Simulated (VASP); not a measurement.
The system is TaSi (wurtzite type).

```
CELL_PARAMETERS angstrom
4.20220 0.00000 0.00000
-2.10110 3.63921 0.00000
0.00000 0.00000 6.84959
ATOMIC_POSITIONS crystal
Ta 0.33333 0.66667 0.00000
Ta 0.66667 0.33333 0.50000
Si 0.33333 0.66667 0.37600
Si 0.66667 0.33333 0.87600
```

| Item | Value |
| --- | --- |
| Program | VASP 6.6.1 |
| Task | relaxation of cell and atoms |
| Functional | PBE |
| Potentials or basis | VASP PAW PBE potentials, release 64 (Ta_pv, Si) |
| Cutoff | 600 eV |
| k mesh | 10 × 10 × 6 |
| Occupations | fermi-dirac, width 0.03 eV |
| Spin | no spin polarisation |

At the start: pressure -6.9 GPa; volume 26.19 Å³/atom.

Q: Where does the relaxation end?

A: Over 23 steps the energy falls by 819.5 meV/atom and the volume is 20.96 Å³/atom (-20.0 %); space group P6_3mc (No. 186, to 0.1 Å) before, P6_3/mmc (No. 194, to 0.1 Å).

The path:
| step | energy change (eV) | largest force (eV/Å) | pressure (GPa) | volume (Å³) |
| --- | --- | --- | --- | --- |
| 1 | 0.0000 | 0.1714 | -6.92 | 104.75 |
| 2 | -0.0686 | 0.4245 | 8.01 | 88.51 |
| 3 | -0.2229 | 0.2774 | 0.16 | 95.44 |
| 4 | -0.2229 | 0.2804 | 0.33 | 95.26 |
| 5 | -0.2593 | 0.3671 | 0.35 | 95.05 |
| 6 | -0.4337 | 0.6649 | 0.16 | 94.30 |
| 7 | -1.0623 | 1.6683 | -1.27 | 92.29 |
| 8 | -2.5789 | 3.4323 | 1.19 | 86.06 |
| 9 | -2.4565 | 3.0091 | 3.77 | 85.11 |
| 10 | -2.5562 | 3.3435 | 1.90 | 85.78 |
| 11 | -2.7159 | 2.8629 | 0.88 | 85.90 |
| 12 | -3.0518 | 1.6432 | -1.62 | 86.27 |
| 13 | -3.2288 | 0.0161 | -4.30 | 86.91 |
| 14 | -3.2352 | 0.1975 | -4.07 | 86.82 |
| 15 | -3.2353 | 0.2483 | -4.01 | 86.80 |
| 16 | -3.2528 | 0.1886 | -3.13 | 86.09 |
| 17 | -3.2772 | 0.0095 | -0.52 | 84.17 |
| 18 | -3.2778 | 0.0246 | -0.03 | 83.83 |
| 19 | -3.2778 | 0.0186 | -0.11 | 83.89 |
| 20 | -3.2778 | 0.0106 | -0.10 | 83.89 |
| 21 | -3.2779 | 0.0028 | -0.06 | 83.88 |
| 22 | -3.2779 | 0.0014 | -0.04 | 83.85 |
| 23 | -3.2779 | 0.0005 | -0.02 | 83.84 |

Final structure:
```xyz
4
Lattice="4.4035 0.0000 0.0000 -2.2018 3.8136 0.0000 0.0000 0.0000 4.9925" Properties=species:S:1:pos:R:3 pbc="T T T"
Ta    0.0000    2.5424    4.6830
Ta    2.2018    1.2712    2.1867
Si    0.0000    2.5424    2.1867
Si    2.2018    1.2712    4.6829
```

Caveat: the volume moved by over 15 % at a fixed basis, so the end points are rough.
